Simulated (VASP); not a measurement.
Wanted: the native input for a VASP 6.6.1 run.

| Item | Value |
| --- | --- |
| Task | single point |
| Functional | PBE |
| Potentials or basis | VASP PAW PBE potentials, release 64 (Cd, H) |
| Cutoff | 520 eV |
| k mesh | 12 × 12 × 12 |
| Occupations | gaussian, width 0.1 eV |
| Spin | no spin polarisation |
| Dipole correction | no |
| Further INCAR settings | ALGO = Normal; EDIFF = 1e-06; NBANDS = 14 |

The structure of CdH lies in POSCAR:

```
CdH
1.0
    0.0000000000      2.4146247640      2.4146247640
    2.4146247640      0.0000000000      2.4146247640
    2.4146247640      2.4146247640      0.0000000000
Cd H
1 1
Direct
    0.0000000000      0.0000000000      0.0000000000
    0.5000000000      0.5000000000      0.5000000000
```

One way to write it, as run:

INCAR

```
SYSTEM = CdH
ALGO = Normal ; EDIFF = 1E-6
ENCUT = 520 ; GGA = PE
ISIF = 2 ; ISMEAR = 0
LASPH = .TRUE. ; LCHARG = .FALSE.
LREAL = .FALSE. ; LWAVE = .FALSE.
NBANDS = 14 ; NELM = 80
PREC = Accurate ; SIGMA = 0.1
```

KPOINTS

```
k-points
0
G
  12 12 12
  0 0 0
```

Potentials or basis: VASP PAW PBE potentials, release 64 (Cd, H).

The run is started by

```sh
$ cat potpaw_PBE.64/Cd/POTCAR potpaw_PBE.64/H/POTCAR > POTCAR
$ mpirun -np 1 vasp_std > vasp.out
```

Results of the run:

```yaml
Pressure: 0.2 GPa
```

Run time: 23 s on 1 thread of Intel(R) Xeon(R) Platinum 8488C (Sapphire Rapids), on a shared host, peak memory 0.17 GiB.
